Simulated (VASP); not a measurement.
The system is AlSe.

```
Al Se
1.0
     3.11996    0.00000    0.00000
    -1.55998    2.70196    0.00000
     0.00000    0.00000    5.85129
Al Se
1 1
Direct
  0.00000 0.00000 0.00000
  0.00000 0.00000 0.50000
```

```yaml
Program: VASP 6.6.1
Task: relaxation of cell and atoms
Functional: PBE
Potentials_or_basis: VASP PAW PBE potentials, release 64 (Al, Se)
Cutoff: 600 eV
k_mesh: 6 × 6 × 4
Occupations: gaussian, width 0.1 eV
Spin: no spin polarisation
```

At the start: pressure -8.9 GPa; volume 24.66 Å³/atom.

Question: Where does the relaxation end?

Answer: Over 10 steps the energy falls by 185.5 meV/atom and the volume is 19.47 Å³/atom (-21.0 %); space group P6/mmm (No. 191, to 0.05 Å).

The path:
```
step  energy change (eV)  largest force (eV/Å)  pressure (GPa)  volume (Å³)
   1              0.0000                0.0000           -8.93        49.33
   2             -0.3580                0.0000           -1.80        40.14
   3             -0.3663                0.0000            0.19        38.82
   4             -0.3662                0.0000           -0.12        39.01
   5             -0.3682                0.0000           -0.14        39.07
   6             -0.3705                0.0000           -0.36        39.18
   7             -0.3706                0.0000           -0.43        39.21
   8             -0.3706                0.0000           -0.40        39.20
   9             -0.3708                0.0000            0.26        38.80
  10             -0.3709                0.0000            0.00        38.95
```

Final structure:
```xyz
2
Lattice="2.9465 0.0000 0.0000 -1.4733 2.5518 0.0000 0.0000 0.0000 5.1803" Properties=species:S:1:pos:R:3 pbc="T T T"
Al    0.0000    0.0000    0.0000
Se    0.0000    0.0000    2.5902
```

Caveat: the k points lie up to 0.41 Å⁻¹ apart in the final cell; the volume moved by over 15 % at a fixed basis, so the end points are rough.
